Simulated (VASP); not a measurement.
The system is Ba2HfGa3.

```xyz
6
Lattice="6.5027 0.0000 0.0000 -3.2514 5.6315 0.0000 0.0000 0.0000 3.9596" Properties=species:S:1:pos:R:3 pbc="T T T"
Ba    0.0000    3.7543    0.0000
Ba    3.2514    1.8772    0.0000
Hf    0.0000    0.0000    0.0000
Ga    3.2514    0.0000    1.9798
Ga    1.6257    2.8158    1.9798
Ga   -1.6257    2.8158    1.9798
```

```yaml
Program: VASP 6.6.1
Task: relaxation of cell and atoms
Functional: PBE
Potentials_or_basis: VASP PAW PBE potentials, release 64 (Ba_sv, Hf_pv, Ga_d)
Cutoff: 600 eV
k_mesh: 3 × 3 × 4
Occupations: gaussian, width 0.1 eV
Spin: no spin polarisation
```

At the start: pressure 21.6 GPa; volume 24.17 Å³/atom.

Task: Where does the relaxation end?

Result: Over 7 steps the energy falls by 974.0 meV/atom and the volume is 31.20 Å³/atom (+29.1 %); space group P6/mmm (No. 191, to 0.1 Å) before and after.

The path:
```
step  energy change (eV)  largest force (eV/Å)  pressure (GPa)  volume (Å³)
   1              0.0000                0.0000           21.65       145.00
   2             -4.8918                0.0000           -1.79       222.63
   3             -4.8940                0.0000           -1.66       221.25
   4             -5.3197                0.0000           -1.65       212.41
   5             -5.6914                0.0000           -1.02       199.51
   6             -5.6533                0.0000            2.42       171.55
   7             -5.8438                0.0000            0.07       187.20
```

Final structure:
```
Ba Hf Ga
1.0
     6.11983    0.00000    0.00000
    -3.05992    5.29993    0.00000
     0.00000    0.00000    5.77157
Ba Hf Ga
2 1 3
Direct
  0.33333 0.66667 0.00000
  0.66667 0.33333 0.00000
  0.00000 0.00000 0.00000
  0.50000 0.00000 0.50000
  0.50000 0.50000 0.50000
  0.00000 0.50000 0.50000
```

Caveat: the k points lie up to 0.40 Å⁻¹ apart in the final cell, too coarse for converged energies and pressures of a metal; the volume moved by over 15 % at a fixed basis, so the end points are rough.
